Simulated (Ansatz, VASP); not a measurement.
# Hg3P2: VASP beside Ansatz

```
Hg P
1.0
     5.05134    0.00000    0.00000
     0.00000    5.05134    0.00000
     0.00000    0.00000    5.05134
Hg P
3 2
Direct
  0.00000 0.50000 0.50000
  0.50000 0.00000 0.50000
  0.50000 0.50000 0.00000
  0.00000 0.00000 0.00000
  0.50000 0.50000 0.50000
```

Alike in both runs: functional PBE; k mesh 4 × 4 × 4; occupations gaussian, width 0.1 eV; no spin polarisation.

Ansatz relaxed the structure, and its values are those at the end. VASP's run is a single point on that final structure, the one shown.

```csv
,VASP,Ansatz
version,VASP 6.6.1,Ansatz 0.2.0
potentials or method,"VASP PAW PBE potentials, release 64 (Hg, P), cutoff 520 eV","scalar-relativistic, plane waves, PAW"
valence electrons in the cell,46,70
```

Ansatz gave:

```
gap on the k mesh at the Fermi level (eV) : none
pressure (GPa)                            : -0.1
```

Problem. Estimate VASP's values.

Solution. gap on the k mesh at the Fermi level (eV): none; pressure (GPa): 0.2.

A gap of «none» marks a metal or a gap that the smearing closes. The functional is the same, so the differences come from potentials, cutoffs and numerics. VASP's potentials hold 46 valence electrons a cell and Ansatz's 70, so a difference there can come from the potentials and not from the codes.

Neither program's run includes spin-orbit coupling.
